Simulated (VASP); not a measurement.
# Mg3Te (I4/mmm) in VASP: further runs

Runs on Mg3Te. Level: PBEsol. Tasks: single point.

All numbers are computed with VASP 6.6.1; they aren't measurements. Logs are shortened: lines on timing, memory, paths and dates and some standing lists are left out, and cuts for length are marked.

### 1 The cell of the first run

It takes space group I4/mmm (No. 139, tetragonal). The conventional cell has a = 4.250 Å, b = 4.250 Å, c = 10.494 Å, α = 90.00°, β = 90.00°, γ = 90.00°. Te (site symmetry 4/mmm) has 12 Mg at 3.01 to 3.38 Å within 4.0 Å. Within 4.0 Å of Mg (site symmetry -4m2) lie 8 Mg at 3.01 to 3.38 Å and 4 Te at 3.38 Å. Mg (site symmetry 4/mmm) has 4 Te at 3.01 Å and 8 Mg at 3.38 Å within 4.0 Å.

### 2 Single point, PBEsol (volume scaled by 0.98)

Input file INCAR:

```
ALGO = Fast
EDIFF = 1E-6
ENCUT = 520
GGA = PS
ISIF = 2
ISMEAR = -1
LASPH = T
LCHARG = F
LREAL = F
LWAVE = F
NBANDS = 14
NELM = 80
PREC = Accurate
SIGMA = 0.05
```

Input file KPOINTS:

```
k-points
0
Gamma
  9 9 9
```

Input file POSCAR:

```
Mg3Te
1.0
   -2.1250014466      2.1250014466      5.2470339922
    2.1250014466     -2.1250014466      5.2470339922
    2.1250014466      2.1250014466     -5.2470339922
Te Mg
1 3
Direct
    0.0000000000      0.0000000000      0.0000000000
    0.2500000000      0.7500000000      0.5000000000
    0.7500000000      0.2500000000      0.5000000000
    0.5000000000      0.5000000000      0.0000000000
```

Potentials or basis: VASP PAW PBE potentials, release 64 (Te, Mg).

Launch:

```bash
$ cat potpaw_PBE.64/Te/POTCAR potpaw_PBE.64/Mg/POTCAR > POTCAR
$ mpirun -np 1 vasp_std > vasp.out
```

OUTCAR:

```text
EDIFF = 1E-6
   ENCUT = 520
   GGA = PS
   ISIF = 2
   ISMEAR = -1
   LASPH = T
   LREAL = F
   NELM = 80
   PREC = Accurate

 ion  position               nearest neighbor table
   1  0.000  0.000  0.000-   4 3.01   4 3.01   4 3.01   4 3.01   3 3.38   2 3.38   3 3.38   2 3.38
                             3 3.38   3 3.38   2 3.38   2 3.38
   2  0.250  0.750  0.500-   3 3.01   3 3.01   3 3.01   3 3.01   4 3.38   1 3.38   4 3.38   4 3.38
                             1 3.38   1 3.38   4 3.38   1 3.38
   3  0.750  0.250  0.500-   2 3.01   2 3.01   2 3.01   2 3.01   4 3.38   1 3.38   4 3.38   1 3.38
                             4 3.38   4 3.38   1 3.38   1 3.38
   4  0.500  0.500  0.000-   1 3.01   1 3.01   1 3.01   1 3.01   3 3.38   2 3.38   3 3.38   3 3.38
                             2 3.38   2 3.38   3 3.38   2 3.38

  LATTYP: Found a body centered tetragonal cell.
 ALAT       =     4.2500028932
 C/A-ratio  =     2.4691907860

  Lattice vectors:

 A1 = (  -2.1250014466,   2.1250014466,   5.2470339922)
 A2 = (   2.1250014466,  -2.1250014466,   5.2470339922)
 A3 = (   2.1250014466,   2.1250014466,  -5.2470339922)

Analysis of symmetry for initial positions (statically):
=====================================================================
 Subroutine PRICEL returns:
 Original cell was already a primitive cell.

 Routine SETGRP: Setting up the symmetry group for a
 body centered tetragonal supercell.

 Subroutine GETGRP returns: Found 16 space group operations
 (whereof 16 operations were pure point group operations)
 out of a pool of 16 trial point group operations.

The static configuration has the point symmetry D_4h.

Analysis of symmetry for dynamics (positions and initial velocities):
=====================================================================
 Subroutine PRICEL returns:
 Original cell was already a primitive cell.

 Routine SETGRP: Setting up the symmetry group for a
 body centered tetragonal supercell.

 Subroutine GETGRP returns: Found 16 space group operations
 (whereof 16 operations were pure point group operations)
 out of a pool of 16 trial point group operations.

The dynamic configuration has the point symmetry D_4h.

 Subroutine INISYM returns: Found 16 space group operations
 (whereof 16 operations are pure point group operations),
 and found     1 'primitive' translations

----------------------------------------------------------------------------------------

                                     Primitive cell

  volume of cell :      94.7747

  direct lattice vectors                    reciprocal lattice vectors
    -2.125001447  2.125001447  5.247033992     0.000000000  0.235293957  0.095291931
     2.125001447 -2.125001447  5.247033992     0.235293957  0.000000000  0.095291931
     2.125001447  2.125001447 -5.247033992     0.235293957  0.235293957  0.000000000

  length of vectors
     6.046703896  6.046703896  6.046703896     0.253857831  0.253857831  0.332755906

  position of ions in fractional coordinates (direct lattice)
     0.000000000  0.000000000  0.000000000
     0.250000000  0.750000000  0.500000000
     0.750000000  0.250000000  0.500000000
     0.500000000  0.500000000  0.000000000

  ion indices of the primitive-cell ions
   primitive index   ion index
                 1           1
                 2           2
                 3           3
                 4           4

----------------------------------------------------------------------------------------

 KPOINTS: k-points

Automatic generation of k-mesh.
 Grid dimensions read from file:
 generate k-points for:    9    9    9

 Generating k-lattice:

  Cartesian coordinates                     Fractional coordinates (reciprocal lattice)
     0.000000000  0.026143773  0.010587992     0.111111111 -0.000000000  0.000000000
     0.026143773  0.000000000  0.010587992    -0.000000000  0.111111111  0.000000000
     0.026143773  0.026143773  0.000000000     0.000000000  0.000000000  0.111111111

  Length of vectors
     0.028206426  0.028206426  0.036972878

  Shift w.r.t. Gamma in fractional coordinates (k-lattice)
     0.000000000  0.000000000  0.000000000

 Subroutine IBZKPT returns following result:
 ===========================================

 Found     75 irreducible k-points:

 Following reciprocal coordinates:
            Coordinates               Weight
  0.000000  0.000000  0.000000      1.000000
  0.111111 -0.000000  0.000000      8.000000
  0.222222  0.000000  0.000000      8.000000
  0.333333  0.000000 -0.000000      8.000000
  0.444444  0.000000  0.000000      8.000000
  0.111111  0.111111  0.000000      8.000000
[... 16 lines left out ...]
 -0.333333  0.333333  0.000000      4.000000
  0.444444  0.444444 -0.000000      8.000000
 [... further k-points ...]
   k-points           NKPTS =     75   k-points in BZ     NKDIM =     75   number of bands    NBANDS=     14
   number of dos      NEDOS =    301   number of ions     NIONS =      4
   total plane-waves  NPLWV = 110592
   dimension x,y,z NGX =    48 NGY =   48 NGZ =   48
   dimension x,y,z NGXF=    96 NGYF=   96 NGZF=   96
   ions per type =               1   3
   NGX,Y,Z   is equivalent  to a cutoff of  13.20, 13.20, 13.20 a.u.
   NGXF,Y,Z  is equivalent  to a cutoff of  26.39, 26.39, 26.39 a.u.
 SYSTEM =  unknown system
   PREC   = accura    normal or accurate (medium, high low for compatibility)
   ISTART =      0    job   : 0-new  1-cont  2-samecut
   ICHARG =      2    charge: 1-file 2-atom 10-const
   ISPIN  =      1    spin polarized calculation?
   LNONCOLLINEAR =      F non collinear calculations
   LSORBIT =      F    spin-orbit coupling
   LASPH  =      T    aspherical Exc in radial PAW
   ENCUT  =  520.0 eV  38.22 Ry    6.18 a.u.  11.24 11.24 11.24*2*pi/ulx,y,z
   NELM   =     80;   NELMIN=  2; NELMDL= -5     # of ELM steps
   EDIFF  = 0.1E-05   stopping-criterion for ELM
   LREAL  =      F    real-space projection
   EDIFFG = 0.1E-04   stopping-criterion for IOM
   NSW    =      0    number of steps for IOM
   IBRION =     -1    ionic relax: 0-MD 1-quasi-New 2-CG
   NFREE  =      0    steps in history (QN), initial steepest desc. (CG)
   ISIF   =      2    stress and relaxation
   ISYM   =      2    0-nonsym 1-usesym 2-fastsym
   POTIM  = 0.5000    time-step for ionic-motion
   TEBEG  =    0.0;   TEEND  =   0.0 temperature during run
   PSTRESS=    0.0 pullay stress
   NELECT =      12.0000    total number of electrons
   NUPDOWN=      -1.0000    fix difference up-down
   EMIN   =  10.00;   EMAX   =-10.00  energy-range for DOS
   EFERMI =   0.00;   METHOD = LEGACY
   ISMEAR =    -1;   SIGMA  =   0.05  broadening in eV -4-tet -1-fermi 0-gaus
   EFERMI_NEDOS =   21; number of points for ismear=-14 and -15
   IALGO  =     68    algorithm
   IMIX   =      4    mixing-type and parameters
     AMIX     =   0.40;   BMIX     =  1.00
     AMIX_MAG =   1.60;   BMIX_MAG =  1.00
  volume/ion in A,a.u.               =      23.69       159.89
  Fermi-wavevector in a.u.,A,eV,Ry     =   0.822062  1.553472  9.194621  0.675786
  Thomas-Fermi vector in A             =   1.933331
   LORBIT       =      0    0 simple, 1 ext, 2 COOP (PROOUT), +10 PAW based schemes
   GGA     = PS    functional components
   LHFCALC =     F    Hartree Fock is set to
   AEXX    =    0.0000 exact exchange contribution
   IVDW    =     0    specifies the selected vdW correction
   LEPSILON=     F    determine dielectric tensor
   LRPA    =     F    only Hartree local field effects (RPA)
 non-spin polarized calculation
 RMM-DIIS sequential band-by-band and
  energy-cutoff  :      520.00
  volume of cell :       94.77
 maximum number of plane-waves:      2585
 NGX is ok and might be reduce to    48
   NGX = 23   NGY = 23   NGZ = 23

 number of electron      12.0000000 magnetization

 Free energy of the ion-electron system (eV)
  ---------------------------------------------------
  ext. energy  EPLUGINS =         0.00000000
  ---------------------------------------------------
  free energy    TOTEN  =        -9.41950032 eV

  energy without entropy =       -9.40022523  energy(sigma->0) =       -9.40986277

 E-fermi :   4.6596     XC(G=0):  -9.0740

 val. band max:        4.6586568338   @ k =  -0.1111  -0.2222   0.1111
 cond. band min:       4.6803188755   @ k =   0.1111   0.1111   0.0000
 fundamental gap:      0.0216620416
 Fermi energy:         4.6595580787

 k-point     1 :       0.0000    0.0000    0.0000
  band No.  band energies     occupation
      1      -7.7212      2.00000
      2       0.3193      2.00000
      3       0.3578      2.00000
      4       1.9784      2.00000
      5       1.9784      2.00000
      6       4.9368      0.00778
      7       5.8506      0.00000
      8       6.2110      0.00000
      9       6.2110      0.00000
     10       6.3396      0.00000
     11       8.2695      0.00000
     12      11.1680      0.00000
     13      11.1681      0.00000
     14      11.3255      0.00000

 k-point     2 :       0.1111   -0.0000    0.0000
  band No.  band energies     occupation
      1      -7.6668      2.00000
      2      -0.0938      2.00000
      3       0.6784      2.00000
      4       1.7358      2.00000
      5       2.0230      2.00000
      6       4.7686      0.20293
      7       5.3182      0.00000
      8       6.3343      0.00000
      9       6.7603      0.00000
     10       6.8863      0.00000
     11       9.0379      0.00000
     12       9.8002      0.00000
     13      10.5342      0.00000
     14      11.9149      0.00000
[... 343 lines left out ...]
      1      -7.0345      2.00000
      2      -0.6872      2.00000
      3       0.1242      2.00000
      4       0.9717      2.00000
      5       2.7476      2.00000
      6       3.5343      2.00000
      7       3.6644      2.00000
      8       4.4157      1.98488
      9       8.1413      0.00000
     10       8.3979      0.00000
     11      10.2966      0.00000
     12      10.4800      0.00000
     13      11.0735      0.00000
     14      12.5180      0.00000

 k-point    24 :       0.4444    0.4444   -0.0000
  band No.  band energies     occupation
      1      -6.8126      2.00000
      2      -0.5730      2.00000
      3      -0.3168      2.00000
      4       0.7676      2.00000
      5       2.2424      2.00000
      6       3.2955      2.00000
      7       4.5184      1.88777
      8       5.3900      0.00000
      9       6.0252      0.00000
     10       6.6131      0.00000
     11       9.8753      0.00000
     12      10.7610      0.00000
     13      12.4417      0.00000
     14      12.9518      0.00000

 [... further k-points ...]

------------------------ aborting loop because EDIFF is reached ----------------------------------------

  FORCE on cell =-STRESS in cart. coord.  units (eV):
  Direction    XX          YY          ZZ          XY          YZ          ZX
  --------------------------------------------------------------------------------------
  -------------------------------------------------------------------------------------
  Total       -0.1060960     -0.1060960     -0.3750403      0.0000000     -0.0000000      0.0000000
  in kB       -1.7935663     -1.7935663     -6.3401009      0.0000000     -0.0000000      0.0000000
  external PRESSURE =      -3.3090778 kB  Pullay stress =       0.0000000 kB

 VOLUME and BASIS-vectors are now :
 -----------------------------------------------------------------------------
  energy-cutoff  :      520.00
  volume of cell :       94.77
      direct lattice vectors                 reciprocal lattice vectors
    -2.125001447  2.125001447  5.247033992     0.000000000  0.235293957  0.095291931
     2.125001447 -2.125001447  5.247033992     0.235293957  0.000000000  0.095291931
     2.125001447  2.125001447 -5.247033992     0.235293957  0.235293957  0.000000000

 POSITION                                       TOTAL-FORCE (eV/Angst)
 -----------------------------------------------------------------------------------
      0.00000      0.00000      0.00000        -0.000000      0.000000     -0.000000
      2.12500      0.00000      2.62352         0.000000     -0.000000      0.000000
      0.00000      2.12500      2.62352        -0.000000     -0.000000     -0.000000
      0.00000      0.00000      5.24703        -0.000000      0.000000     -0.000000
 -----------------------------------------------------------------------------------
    total drift:                                0.000000     -0.000000     -0.000000

  FREE ENERGIE OF THE ION-ELECTRON SYSTEM (eV)
  ---------------------------------------------------
  free  energy   TOTEN  =        -9.4195003175 eV

  energy  without entropy=       -9.4002252266  energy(sigma->0) =       -9.40986277
```

It took 7.2 min on 1 thread of AMD EPYC 7R13, shared host; peak memory 0.35 GiB.

What came out:

```yaml
Free_energy: -9.4195 eV
Pressure: -0.3 GPa
Band_gap_on_the_k_mesh: zero (band 6 reaches 5.06 eV, above the bottom of band 7 at 3.66 eV)
```

Caveat: the PAW data sets were made with another functional, which shifts forces and pressure a little; spin-orbit coupling is left out, which moves the levels of the heavy elements.

(Part 1 of 2 ends here.)
